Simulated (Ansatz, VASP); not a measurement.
**Two plane-wave programs on H3CCl**

```
C Cl H
1.0
     9.02872    0.00000    0.00000
     0.00000    9.02872    0.00000
     0.00000    0.00000    9.02872
C Cl H
8 8 24
Direct
  0.38556 0.43954 0.34478
  0.98513 0.72502 0.62895
  0.05322 0.19839 0.68656
  0.58937 0.50412 0.76624
  0.33437 0.94028 0.98485
  0.90273 0.27838 0.27957
  0.54102 0.91596 0.50172
  0.82785 0.81272 0.04573
  0.56918 0.51703 0.37266
  0.00220 0.63660 0.45163
  0.17195 0.09989 0.55896
  0.59142 0.48563 0.96557
  0.29221 0.84478 0.15351
  0.02177 0.36123 0.14393
  0.63808 0.98539 0.66215
  0.87403 0.00061 0.00141
  0.36480 0.43740 0.22569
  0.38500 0.32818 0.39245
  0.30545 0.51158 0.40037
  0.07878 0.80067 0.64282
  0.88086 0.78677 0.63177
  0.98611 0.63899 0.71450
  0.94250 0.14922 0.68041
  0.09813 0.18670 0.79858
  0.05153 0.31543 0.65286
  0.48878 0.45125 0.72417
  0.59049 0.62219 0.73816
  0.68790 0.44916 0.72132
  0.41079 0.03091 0.00942
  0.38620 0.86215 0.90819
  0.23083 0.98311 0.93886
  0.92086 0.15849 0.27814
  0.93161 0.32613 0.38708
  0.78788 0.30535 0.25122
  0.45825 0.99776 0.46826
  0.62183 0.89827 0.41325
  0.48741 0.81152 0.53230
  0.71520 0.79033 0.00752
  0.90721 0.74038 0.99008
  0.83590 0.79783 0.16564
```

Alike in both runs: functional PBE; k mesh 1 × 1 × 1; occupations fermi-dirac, width 0.05 eV; no spin polarisation.

Ansatz relaxed the structure, and its values are those at the end. VASP's run is a single point on that final structure, the one shown.

|  | VASP | Ansatz |
| --- | --- | --- |
| version | VASP 6.6.1 | Ansatz 0.2.0 |
| potentials or method | VASP PAW PBE potentials, release 64 (C_h, Cl, H_h), cutoff 1000 eV | scalar-relativistic, plane waves, PAW |
| valence electrons in the cell | 112 | 112 |

```tsv
	VASP	Ansatz	Ansatz less VASP
gap on the k mesh at the Fermi level (eV)	5.37	5.35	-0.016
rms of the force components (eV/Å)	0.079	0.062	-0.0164
```

Ansatz's warnings: xc potential rough in thin density.
